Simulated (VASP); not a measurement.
A run of VASP 6.6.1 is set up as follows.

POSCAR

```
CuO
1.0
    2.0434529628     -2.0438023663      0.1590313391
    2.0434529628      2.0438023663      0.1590313391
   -0.3982455413      0.0000000000      5.1082616946
Cu O
2 2
Direct
    0.5000000000      0.0000000000      0.5000000000
    0.0000000000      0.5000000000      0.0000000000
    0.5000127239      0.4999872761      0.7500000000
    0.4999872761      0.5000127239      0.2500000000
```

File INCAR.step1:

```
SYSTEM = CuO
PREC = Accurate
ENCUT = 520
ISMEAR = -1
SIGMA = 0.05
LREAL = .False.
LASPH = .True.
NELM = 60
NBANDS = 25
GGA = PE
ALGO = Normal
EDIFF = 1E-4
LWAVE = .True.
LCHARG = .False.
```

The input INCAR.step2:

```
SYSTEM = CuO
PREC = Accurate
ENCUT = 520
EDIFF = 1E-6
ISMEAR = -1
SIGMA = 0.05
LREAL = .False.
LASPH = .True.
NELM = 60
ALGO = Normal
ISIF = 2
LWAVE = .False.
LCHARG = .True.
METAGGA = R2SCAN
LMIXTAU = .True.
LELF = .True.
LVHAR = .True.
NBANDS = 25
ISTART = 1
```

KPOINTS

```
Automatic mesh
0
Gamma
  10 10 5
  0 0 0
```

Potentials or basis: VASP PAW PBE potentials, release 64 (Cu, O).

The run is started by

```console
$ cat potpaw_PBE.64/Cu/POTCAR potpaw_PBE.64/O/POTCAR > POTCAR
$ cp INCAR.step1 INCAR
$ mpirun -np 1 vasp_std > vasp.out
$ cp INCAR.step2 INCAR
$ mpirun -np 1 vasp_std > vasp.out
```

(1) Estimate the band gap on the k mesh.

(2) What does it give for the pressure?

Answers

(1) zero (bands 17 and 18 overlap by 0.95 eV).

(2) 1.0 GPa.

Caveat: the PAW data sets were made with another functional, which shifts forces and pressure a little; semilocal functionals often make such compounds metallic where correlation or magnetic order opens a gap, which also shifts bond lengths.
